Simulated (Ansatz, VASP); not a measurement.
## One calculation of TePb, two programs

The input POSCAR:

```
TePb
1.0
    0.0000000000      3.3985503228      3.3985503228
    3.3985503228      0.0000000000      3.3985503228
    3.3985503228      3.3985503228      0.0000000000
Pb Te
1 1
Direct
    0.0000000000      0.0000000000      0.0000000000
    0.5000000000      0.5000000000      0.5000000000
```

Contents of INCAR.step1:

```
SYSTEM = TePb
  PREC = Accurate
  ENCUT = 520
  ISMEAR = -1
  SIGMA = 0.02
  LREAL = .FALSE.
  LASPH = .TRUE.
  NELM = 150
  MAGMOM = 0 0 0 0 0 0
  LSORBIT = .TRUE.
  GGA_COMPAT = .FALSE.
  NBANDS = 32
  GGA = PE
  ALGO = Normal
  EDIFF = 1E-4
  LWAVE = .TRUE.
  LCHARG = .FALSE.
```

Contents of INCAR.step2:

```
SYSTEM = TePb
  PREC = Accurate
  ENCUT = 520
  EDIFF = 1E-6
  ISMEAR = -1
  SIGMA = 0.02
  LREAL = .FALSE.
  LASPH = .TRUE.
  NELM = 150
  ALGO = Normal
  ISIF = 2
  LWAVE = .FALSE.
  LCHARG = .FALSE.
  MAGMOM = 0 0 0 0 0 0
  LORBIT = 11
  LSORBIT = .TRUE.
  GGA_COMPAT = .FALSE.
  LORBMOM = .TRUE.
  METAGGA = R2SCAN
  LMIXTAU = .TRUE.
  NBANDS = 32
  ISTART = 1
```

Contents of KPOINTS:

```
Automatic mesh
0
G
  8 8 8
  0 0 0
```

Input for Ansatz:

```yaml
crystal:
  lattice:
    - [0.0, 3.3985503228, 3.3985503228]
    - [3.3985503228, 0.0, 3.3985503228]
    - [3.3985503228, 3.3985503228, 0.0]
  atoms:
    - { symbol: Pb, position: [0.0, 0.0, 0.0] }
    - { symbol: Te, position: [0.5, 0.5, 0.5] }
kpoints:
  mp_grid: { grid: [8, 8, 8] }
  band_path:
    path:
      - [0.0, 0.0, 0.0]
      - [0.5, 0.0, 0.5]
      - [0.625, 0.25, 0.625]
      - [0.375, 0.375, 0.75]
      - [0.5, 0.5, 0.5]
      - [0.5, 0.25, 0.75]
      - [0.0, 0.0, 0.5]
    npoints: 1
hamiltonian:
  xc: r2scan
scf:
  occupations: { method: fermi_dirac, width: 0.02 }
  n_extra_bands: 8
magnetization:
  noncollinear: true
  spin_orbit: true
output:
  forces: true
  stress: true
  eigenvalues: true
```

Change from the starting cell: hydrostatic strain +4.0%.

Alike in both runs: task single point; functional r2SCAN; k mesh 8 × 8 × 8; occupations fermi-dirac, width 0.02 eV; non-collinear spin, spin-orbit coupling.

```csv
,VASP,Ansatz
version,VASP 6.6.1,Ansatz 0.2.0
potentials or method,"VASP PAW PBE potentials, release 64 (Pb_d, Te)","plane waves, PAW"
plane-wave cutoff (eV),520,500
valence electrons in the cell,20,30
```

```csv
,VASP,Ansatz,Ansatz less VASP
pressure (GPa),-3.8,-3.8,-0.01
net moment per atom (μB),0.00,0.00,0.000
```

VASP's potentials were made for PBE, not for r2SCAN. With one functional, cell and mesh, what is left measures potentials, basis and numerics. VASP's potentials hold 20 valence electrons a cell and Ansatz's 30, so a difference there can come from the potentials and not from the codes.
